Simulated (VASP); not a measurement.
InSb:

```xyz
2
Lattice="0.0000 3.2356 3.2356 3.2356 0.0000 3.2356 3.2356 3.2356 0.0000" Properties=species:S:1:pos:R:3 pbc="T T T"
In    0.0000    0.0000    0.0000
Sb    1.6178    1.6178    1.6178
```

This cell differs from its parent crystal: strain -1.3%.

Program: VASP 6.6.1. Alike in all runs: task single point; potentials or basis VASP PAW PBE potentials, release 64 (In_d, Sb); no spin polarisation; cell as given; cutoff (eV) 520; smearing fermi-dirac 0.02 eV. Hardware: 1 thread of Intel(R) Xeon(R) Platinum 8375C CPU @ 2.90GHz (Ice Lake) (shared host).

Task: Order these runs on this cell by their wall time, lowest first.
A. level HSE06; k mesh 4 × 4 × 4; grid for exact exchange (PRECFOCK) Normal; screening parameter 0.2079 1/Å
B. level PBE; k mesh 6 × 6 × 6
C. level r2SCAN; k mesh 6 × 6 × 6

Result: B (18 s), C (55 s), A (1500 s).

Caveats: some runs use coarse meshes.
